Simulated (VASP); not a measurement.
# Nb16H (a cell with a defect) in VASP: further runs

Runs on Nb16H (a cell with a defect). Level: PBEsol. Tasks: single point.

All numbers are computed with VASP 6.6.1; they aren't measurements. Logs are shortened: lines on timing, memory, paths and dates and some standing lists are left out, and cuts for length are marked.

## Step 1: The cell of the first run

The cell holds a defect, 17 atoms: a = 6.600 Å, b = 6.600 Å, c = 6.600 Å, α = 90.00°, β = 90.00°, γ = 90.00°.

## Step 2: Single point, PBEsol

Input file INCAR:

```
  ALGO = Normal
  EDIFF = 1E-6
  ENCUT = 520
  GGA = PS
  ISIF = 2
  ISMEAR = -1
  LASPH = T
  LCHARG = F
  LREAL = Auto
  LWAVE = F
  NBANDS = 118
  NELM = 80
  PREC = Accurate
  SIGMA = 0.15
```

Input file KPOINTS:

```
k-points
0
Gamma
  3 3 3
```

Input file POSCAR:

```
Nb16H
1.0
    6.6000000000      0.0000000000      0.0000000000
    0.0000000000      6.6000000000      0.0000000000
    0.0000000000      0.0000000000      6.6000000000
Nb H
16 1
Direct
    0.0075465152      0.0001181818      0.0088666667
    0.5006095455      0.0001162121      0.0005884848
    0.0006063636      0.5001178788      0.0000350000
    0.0008901515      0.0001169697      0.5011903030
    0.2522859091      0.2489425758      0.2510724242
    0.4990966667      0.5001159091     -0.0016442424
    0.4988243939      0.0001162121      0.4983363636
    0.7519977273      0.2497060606      0.2495181818
   -0.0012969697      0.5001174242      0.4995024242
    0.2522828788      0.7512966667      0.2510692424
    0.2500996970      0.2504018182      0.7503839394
    0.4970606061      0.5001151515      0.4964925758
    0.7519931818      0.7505272727      0.2495150000
    0.7439281818      0.2620857576      0.7478525758
    0.2500965152      0.7498318182      0.7503804545
    0.7439240909      0.7381424242      0.7478489394
    0.8405251515      0.0001077273      0.7765286364
```

Potentials or basis: VASP PAW PBE potentials, release 64 (Nb_sv, H).

Command:

```sh
cat potpaw_PBE.64/Nb_sv/POTCAR potpaw_PBE.64/H/POTCAR > POTCAR
mpirun -np 1 vasp_std > vasp.out
```

OUTCAR:

```text
EDIFF = 1E-6
   ENCUT = 520
   GGA = PS
   ISIF = 2
   ISMEAR = -1
   LASPH = T
   LREAL = Auto
   NELM = 80
   PREC = Accurate

 ion  position               nearest neighbor table
   1  0.008  0.000  0.009-  17 1.89  10 2.80   5 2.80   8 2.84  13 2.84  11 2.86  15 2.86  14 3.00
                            16 3.00
   2  0.501  0.000  0.001-  10 2.85   5 2.85  13 2.86   8 2.86  11 2.86  15 2.86  14 2.89  16 2.89

   3  0.001  0.500  0.000-  14 2.85  16 2.85  13 2.85   8 2.85  15 2.85  11 2.85  10 2.87   5 2.87

   4  0.001  0.000  0.501-  15 2.85  11 2.85   8 2.86  13 2.86  10 2.86   5 2.86  14 2.92  16 2.92

   5  0.252  0.249  0.251-   1 2.80  12 2.83   7 2.83   2 2.85   4 2.86   6 2.86   9 2.87   3 2.87

   6  0.499  0.500  0.998-  16 2.80  14 2.80  11 2.85  15 2.85   5 2.86  10 2.86  13 2.87   8 2.87

   7  0.499  0.000  0.498-  10 2.83   5 2.83  15 2.86  11 2.86  13 2.86   8 2.86  16 2.88  14 2.88

   8  0.752  0.250  0.250-   1 2.84   9 2.85   3 2.85   2 2.86   4 2.86   7 2.86  12 2.87   6 2.87

   9  0.999  0.500  0.500-  16 2.83  14 2.83   8 2.85  13 2.85  15 2.87  11 2.87   5 2.87  10 2.87

  10  0.252  0.751  0.251-   1 2.80  12 2.83   7 2.83   2 2.85   4 2.86   6 2.86   9 2.87   3 2.87

  11  0.250  0.250  0.750-   6 2.85   4 2.85   3 2.85  12 2.86   2 2.86   7 2.86   1 2.86   9 2.87

  12  0.497  0.500  0.496-  16 2.81  14 2.81   5 2.83  10 2.83  11 2.86  15 2.86   8 2.87  13 2.87

  13  0.752  0.751  0.250-   1 2.84   9 2.85   3 2.85   2 2.86   4 2.86   7 2.86  12 2.87   6 2.87

  14  0.744  0.262  0.748-  17 1.85   6 2.80  12 2.81   9 2.83   3 2.85   7 2.88   2 2.89   4 2.92
                             1 3.00
  15  0.250  0.750  0.750-   6 2.85   4 2.85   3 2.85  12 2.86   2 2.86   7 2.86   1 2.86   9 2.87

  16  0.744  0.738  0.748-  17 1.85   6 2.80  12 2.81   9 2.83   3 2.85   7 2.88   2 2.89   4 2.92
                             1 3.00
  17  0.841  0.000  0.777-  16 1.85  14 1.85   1 1.89

  LATTYP: Found a simple cubic cell.
 ALAT       =     6.6000000000

  Lattice vectors:

 A1 = (   6.6000000000,   0.0000000000,   0.0000000000)
 A2 = (   0.0000000000,   6.6000000000,   0.0000000000)
 A3 = (   0.0000000000,   0.0000000000,   6.6000000000)

Analysis of symmetry for initial positions (statically):
=====================================================================
 Subroutine PRICEL returns:
 Original cell was already a primitive cell.

 Routine SETGRP: Setting up the symmetry group for a
 simple cubic supercell.

 Subroutine GETGRP returns: Found  1 space group operations
 (whereof  1 operations were pure point group operations)
 out of a pool of 48 trial point group operations.

The static configuration has the point symmetry C_1 .

Analysis of symmetry for dynamics (positions and initial velocities):
=====================================================================
 Subroutine PRICEL returns:
 Original cell was already a primitive cell.

 Routine SETGRP: Setting up the symmetry group for a
 simple cubic supercell.

 Subroutine GETGRP returns: Found  1 space group operations
 (whereof  1 operations were pure point group operations)
 out of a pool of 48 trial point group operations.

The dynamic configuration has the point symmetry C_1 .

 Subroutine INISYM returns: Found  1 space group operations
 (whereof  1 operations are pure point group operations),
 and found     1 'primitive' translations

----------------------------------------------------------------------------------------

                                     Primitive cell

  volume of cell :     287.4960

  direct lattice vectors                    reciprocal lattice vectors
     6.600000000  0.000000000  0.000000000     0.151515152  0.000000000  0.000000000
     0.000000000  6.600000000  0.000000000     0.000000000  0.151515152  0.000000000
     0.000000000  0.000000000  6.600000000     0.000000000  0.000000000  0.151515152

  length of vectors
     6.600000000  6.600000000  6.600000000     0.151515152  0.151515152  0.151515152

  position of ions in fractional coordinates (direct lattice)
     0.007546515  0.000118182  0.008866667
     0.500609545  0.000116212  0.000588485
     0.000606364  0.500117879  0.000035000
     0.000890152  0.000116970  0.501190303
     0.252285909  0.248942576  0.251072424
     0.499096667  0.500115909  0.998355758
[... 9 lines left out ...]
     0.743924091  0.738142424  0.747848939
     0.840525152  0.000107727  0.776528636

  ion indices of the primitive-cell ions
   primitive index   ion index
                 1           1
                 2           2
                 3           3
                 4           4
                 5           5
                 6           6
[... 9 lines left out ...]
                16          16
                17          17

----------------------------------------------------------------------------------------

 KPOINTS: k-points

Automatic generation of k-mesh.
 Grid dimensions read from file:
 generate k-points for:    3    3    3

 Generating k-lattice:

  Cartesian coordinates                     Fractional coordinates (reciprocal lattice)
     0.050505051  0.000000000  0.000000000     0.333333333  0.000000000  0.000000000
     0.000000000  0.050505051  0.000000000     0.000000000  0.333333333  0.000000000
     0.000000000  0.000000000  0.050505051     0.000000000  0.000000000  0.333333333

  Length of vectors
     0.050505051  0.050505051  0.050505051

  Shift w.r.t. Gamma in fractional coordinates (k-lattice)
     0.000000000  0.000000000  0.000000000

 Subroutine IBZKPT returns following result:
 ===========================================

 Found     14 irreducible k-points:

 Following reciprocal coordinates:
            Coordinates               Weight
  0.000000  0.000000  0.000000      1.000000
  0.333333  0.000000  0.000000      2.000000
  0.000000  0.333333  0.000000      2.000000
  0.000000  0.000000  0.333333      2.000000
  0.333333  0.333333  0.000000      2.000000
  0.000000  0.333333  0.333333      2.000000
  0.333333  0.000000  0.333333      2.000000
 -0.333333  0.333333  0.000000      2.000000
 -0.333333  0.000000  0.333333      2.000000
  0.000000 -0.333333  0.333333      2.000000
  0.333333  0.333333  0.333333      2.000000
 -0.333333  0.333333  0.333333      2.000000
 -0.333333 -0.333333  0.333333      2.000000
  0.333333 -0.333333  0.333333      2.000000
   k-points           NKPTS =     14   k-points in BZ     NKDIM =     14   number of bands    NBANDS=    118
   number of dos      NEDOS =    301   number of ions     NIONS =     17
   total plane-waves  NPLWV = 125000
   dimension x,y,z NGX =    50 NGY =   50 NGZ =   50
   dimension x,y,z NGXF=   100 NGYF=  100 NGZF=  100
   ions per type =              16   1
   NGX,Y,Z   is equivalent  to a cutoff of  12.59, 12.59, 12.59 a.u.
   NGXF,Y,Z  is equivalent  to a cutoff of  25.19, 25.19, 25.19 a.u.
 SYSTEM =  unknown system
   PREC   = accura    normal or accurate (medium, high low for compatibility)
   ISTART =      0    job   : 0-new  1-cont  2-samecut
   ICHARG =      2    charge: 1-file 2-atom 10-const
   ISPIN  =      1    spin polarized calculation?
   LNONCOLLINEAR =      F non collinear calculations
   LSORBIT =      F    spin-orbit coupling
   LASPH  =      T    aspherical Exc in radial PAW
   ENCUT  =  520.0 eV  38.22 Ry    6.18 a.u.  12.27 12.27 12.27*2*pi/ulx,y,z
   NELM   =     80;   NELMIN=  2; NELMDL= -5     # of ELM steps
   EDIFF  = 0.1E-05   stopping-criterion for ELM
   LREAL  =      T    real-space projection
   EDIFFG = 0.1E-04   stopping-criterion for IOM
   NSW    =      0    number of steps for IOM
   IBRION =     -1    ionic relax: 0-MD 1-quasi-New 2-CG
   NFREE  =      0    steps in history (QN), initial steepest desc. (CG)
   ISIF   =      2    stress and relaxation
   ISYM   =      2    0-nonsym 1-usesym 2-fastsym
   POTIM  = 0.5000    time-step for ionic-motion
   TEBEG  =    0.0;   TEEND  =   0.0 temperature during run
   PSTRESS=    0.0 pullay stress
   NELECT =     209.0000    total number of electrons
   NUPDOWN=      -1.0000    fix difference up-down
   EMIN   =  10.00;   EMAX   =-10.00  energy-range for DOS
   EFERMI =   0.00;   METHOD = LEGACY
   ISMEAR =    -1;   SIGMA  =   0.15  broadening in eV -4-tet -1-fermi 0-gaus
   EFERMI_NEDOS =   21; number of points for ismear=-14 and -15
   IALGO  =     38    algorithm
   IMIX   =      4    mixing-type and parameters
     AMIX     =   0.40;   BMIX     =  1.00
     AMIX_MAG =   1.60;   BMIX_MAG =  1.00
  volume/ion in A,a.u.               =      16.91       114.12
  Fermi-wavevector in a.u.,A,eV,Ry     =   1.472018  2.781710 29.481589  2.166836
  Thomas-Fermi vector in A             =   2.587083
   LORBIT       =      0    0 simple, 1 ext, 2 COOP (PROOUT), +10 PAW based schemes
   GGA     = PS    functional components
   LHFCALC =     F    Hartree Fock is set to
   AEXX    =    0.0000 exact exchange contribution
   IVDW    =     0    specifies the selected vdW correction
   LEPSILON=     F    determine dielectric tensor
   LRPA    =     F    only Hartree local field effects (RPA)
 non-spin polarized calculation
  energy-cutoff  :      520.00
  volume of cell :      287.50
 maximum number of plane-waves:      7809
 NGX is ok and might be reduce to    50
   NGX = 25   NGY = 25   NGZ = 25

 number of electron     209.0000021 magnetization

 Free energy of the ion-electron system (eV)
  ---------------------------------------------------
  ext. energy  EPLUGINS =         0.00000000
  ---------------------------------------------------
  free energy    TOTEN  =      -179.76594726 eV

  energy without entropy =     -178.42302623  energy(sigma->0) =     -179.09448674

 E-fermi :  11.1843     XC(G=0): -12.6738

 val. band max:       11.1745048458   @ k =  -0.3333   0.0000   0.3333
 cond. band min:      11.2454467978   @ k =   0.3333   0.0000   0.3333
 fundamental gap:      0.0709419520
 Fermi energy:        11.1843268328

 k-point     1 :       0.0000    0.0000    0.0000
  band No.  band energies     occupation
      1     -43.1241      2.00000
      2     -42.9437      2.00000
      3     -42.9282      2.00000
      4     -42.9085      2.00000
      5     -42.8923      2.00000
      6     -42.8923      2.00000
[... 108 lines left out ...]
    115      13.3802      0.00000
    116      13.4013      0.00000

 k-point     2 :       0.3333    0.0000    0.0000
  band No.  band energies     occupation
      1     -43.0926      2.00000
      2     -43.0082      2.00000
      3     -42.9349      2.00000
      4     -42.9142      2.00000
      5     -42.8963      2.00000
      6     -42.8889      2.00000
[... 1420 lines left out ...]
 k-point    14 :       0.3333   -0.3333    0.3333
  band No.  band energies     occupation
      1     -43.0407      2.00000
      2     -42.9865      2.00000
      3     -42.9757      2.00000
      4     -42.9600      2.00000
      5     -42.9347      2.00000
      6     -42.9206      2.00000
[... 108 lines left out ...]
    115      13.5272      0.00000
    116      13.5641      0.00000
 [bands above 116 left out]

------------------------ aborting loop because EDIFF is reached ----------------------------------------

  FORCE on cell =-STRESS in cart. coord.  units (eV):
  Direction    XX          YY          ZZ          XY          YZ          ZX
  --------------------------------------------------------------------------------------
  -------------------------------------------------------------------------------------
  Total       -5.6843830     -3.5796690     -6.1354225      0.0006132      0.0005728      0.7271274
  in kB      -31.6783174    -19.9490237    -34.1919013      0.0034173      0.0031920      4.0521851
  external PRESSURE =     -28.6064141 kB  Pullay stress =       0.0000000 kB

 VOLUME and BASIS-vectors are now :
 -----------------------------------------------------------------------------
  energy-cutoff  :      520.00
  volume of cell :      287.50
      direct lattice vectors                 reciprocal lattice vectors
     6.600000000  0.000000000  0.000000000     0.151515152  0.000000000  0.000000000
     0.000000000  6.600000000  0.000000000     0.000000000  0.151515152  0.000000000
     0.000000000  0.000000000  6.600000000     0.000000000  0.000000000  0.151515152

 POSITION                                       TOTAL-FORCE (eV/Angst)
 -----------------------------------------------------------------------------------
      0.04981      0.00078      0.05852        -0.034952     -0.000012      0.019528
      3.30402      0.00077      0.00388        -0.032911     -0.000057      0.030631
      0.00400      3.30078      0.00023        -0.026343     -0.000180      0.010439
      0.00587      0.00077      3.30786        -0.008765     -0.000027      0.018662
      1.66509      1.64302      1.65708        -0.016032      0.002868      0.013908
      3.29404      3.30077      6.58915        -0.031075      0.000101      0.018550
[... 9 lines left out ...]
      4.90990      4.87174      4.93580        -0.037485      0.018203      0.046217
      5.54747      0.00071      5.12509         0.339153      0.000484     -0.340754
 -----------------------------------------------------------------------------------
    total drift:                               -0.006482     -0.000842     -0.006541

  FREE ENERGIE OF THE ION-ELECTRON SYSTEM (eV)
  ---------------------------------------------------
  free  energy   TOTEN  =      -179.7659472591 eV

  energy  without entropy=     -178.4230262289  energy(sigma->0) =     -179.09448674
```

It took 21 min on 1 thread of AMD EPYC 7R43 (Zen 3), shared host; peak memory 0.48 GiB.

Results:

| Quantity | Value |
| --- | --- |
| Free energy | -179.7659 eV |
| Pressure | -2.9 GPa |
| Largest force | 0.481 eV/Å |
| Band gap on the k mesh | zero (an odd number of electrons rules out a gap without spin polarisation) |

Forces on the atoms (eV/Å):
```
Nb  -0.035  0.000  0.020
Nb  -0.033  0.000  0.031
Nb  -0.026  0.000  0.010
Nb  -0.009  0.000  0.019
Nb  -0.016  0.003  0.014
Nb  -0.031  0.000  0.019
Nb  -0.013  0.000  0.022
Nb  -0.013 -0.003  0.017
Nb  -0.017  0.000  0.016
Nb  -0.016 -0.003  0.014
Nb  -0.015  0.005  0.013
Nb  -0.014  0.000  0.023
Nb  -0.013  0.003  0.017
Nb  -0.037 -0.019  0.046
Nb  -0.015 -0.005  0.014
Nb  -0.037  0.018  0.046
H    0.339  0.000 -0.341
```

Caveat: the PAW data sets were made with another functional, which shifts forces and pressure a little.

(Continued in part 2 of 2.)
